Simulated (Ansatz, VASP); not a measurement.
## GaP in VASP and in Ansatz

File INCAR:

```
ALGO = Normal ; EDIFF = 1E-6
ENCUT = 520 ; GGA = PE
ISIF = 2 ; ISMEAR = 0
LASPH = T ; LCHARG = T
LELF = T ; LREAL = F
LVHAR = T ; LWAVE = F
NBANDS = 16 ; NELM = 100
PREC = Accurate ; SIGMA = 0.05
```

The input KPOINTS:

```
k-points
0
Gamma
  10 10 10
```

File POSCAR:

```
GaP
1.0
    0.0000000000      2.7513058315      2.6787127169
    2.6787127169      0.0000000000      2.6787127169
    2.6787127169      2.7513058315      0.0000000000
Ga P
1 1
Direct
    0.0000000000      0.0000000000      0.0000000000
    0.7500000000      0.7500000000      0.7500000000
```

Input for Ansatz:

```yaml
crystal:
  lattice:
    - [0.0, 2.7513058315, 2.6787127169]
    - [2.6787127169, 0.0, 2.6787127169]
    - [2.6787127169, 2.7513058315, 0.0]
  atoms:
    - { symbol: Ga, position: [0.0, 0.0, 0.0] }
    - { symbol: P, position: [0.75, 0.75, 0.75] }
basis:
  ecutwfc: 420
kpoints:
  mp_grid: { grid: [10, 10, 10] }
hamiltonian:
  xc: pbe
scf:
  occupations: { method: gaussian, width: 0.05 }
output:
  forces: true
  stress: true
  eigenvalues: true
```

Alike in both runs: task single point; functional PBE; k mesh 10 × 10 × 10; occupations gaussian, width 0.05 eV; no spin polarisation.

|  | VASP | Ansatz |
| --- | --- | --- |
| version | VASP 6.6.1 | Ansatz 0.2.0 |
| potentials or method | VASP PAW PBE potentials, release 64 (Ga_d, P), cutoff 520 eV | scalar-relativistic, plane waves, PAW |
| valence electrons in the cell | 18 | 18 |

Ansatz gave:

- gap on the k mesh at the Fermi level (eV): 1.43
- least direct gap on the mesh (eV): 1.98
- pressure (GPa): 4.8
- traceless stress, the component that is largest in VASP (GPa): -1.38

**Question.** What did VASP give for the same quantities?

**Answer.** gap on the k mesh at the Fermi level (eV): 1.43; least direct gap on the mesh (eV): 1.98; pressure (GPa): 4.7; traceless stress, the component that is largest in VASP (GPa): -1.38.
